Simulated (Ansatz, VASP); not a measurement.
One calculation of WC, two programs

```
CELL_PARAMETERS angstrom
0.00000 2.19268 2.19268
2.19268 0.00000 2.19268
2.19268 2.19268 0.00000
ATOMIC_POSITIONS crystal
W 0.05131 0.84608 0.94869
C 0.50000 0.50000 0.50000
```

Alike in both runs: task single point; functional PBEsol; k mesh 18 × 18 × 18; occupations gaussian, width 0.15 eV; no spin polarisation.

|  | VASP | Ansatz |
| --- | --- | --- |
| version | VASP 6.6.1 | Ansatz 0.2.0 |
| potentials or method | VASP PAW PBE potentials, release 64 (W_sv, C), cutoff 600 eV | scalar-relativistic, plane waves, PAW |
| valence electrons in the cell | 18 | 18 |

Ansatz gave:

| Item | Value |
| --- | --- |
| gap on the k mesh at the Fermi level (eV) | none |
| rms of the force components (eV/Å) | 4.302 |

**Question.** Which values does VASP return?

**Answer.** gap on the k mesh at the Fermi level (eV): none; rms of the force components (eV/Å): 4.371.

VASP's potentials were made for PBE, not for PBEsol. Atom by atom the forces differ by 0.069 eV/Å (rms over components). A gap of «none» marks a metal or a gap that the smearing closes. With one functional, cell and mesh, what is left measures potentials, basis and numerics.

Spin-orbit coupling is off throughout.
